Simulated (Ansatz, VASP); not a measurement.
**W3N4: VASP beside Ansatz**

```
W N
1.0
     4.54555    0.00000    0.00000
     0.00000    4.54555    0.00000
     0.00000    0.00000    4.54555
W N
3 4
Direct
  0.00000 0.00000 0.50000
  0.50000 0.00000 0.00000
  0.00000 0.50000 0.00000
  0.25002 0.74998 0.25002
  0.74998 0.25002 0.25002
  0.25002 0.25002 0.74998
  0.74998 0.74998 0.74998
```

Change from the starting cell: species swapped into the Sn3As4 type (P-43m, No. 215).

Alike in both runs: functional PBE; k mesh 4 × 4 × 4; occupations gaussian, width 0.1 eV; no spin polarisation.

Ansatz relaxed the structure, and its values are those at the end. VASP's run is a single point on that final structure, the one shown.

|  | VASP | Ansatz |
| --- | --- | --- |
| version | VASP 6.6.1 | Ansatz 0.2.0 |
| potentials or method | VASP PAW PBE potentials, release 64 (W_sv, N), cutoff 520 eV | scalar-relativistic, plane waves, PAW |
| valence electrons in the cell | 62 | 62 |

Ansatz gave:

```
gap on the k mesh at the Fermi level (eV) : none
pressure (GPa)                            : 0.1
```

**Question.** What did VASP give for the same quantities?

**Answer.** gap on the k mesh at the Fermi level (eV): none; pressure (GPa): 1.3.

A gap of «none» marks a metal or a gap that the smearing closes.

Spin-orbit coupling is off throughout.
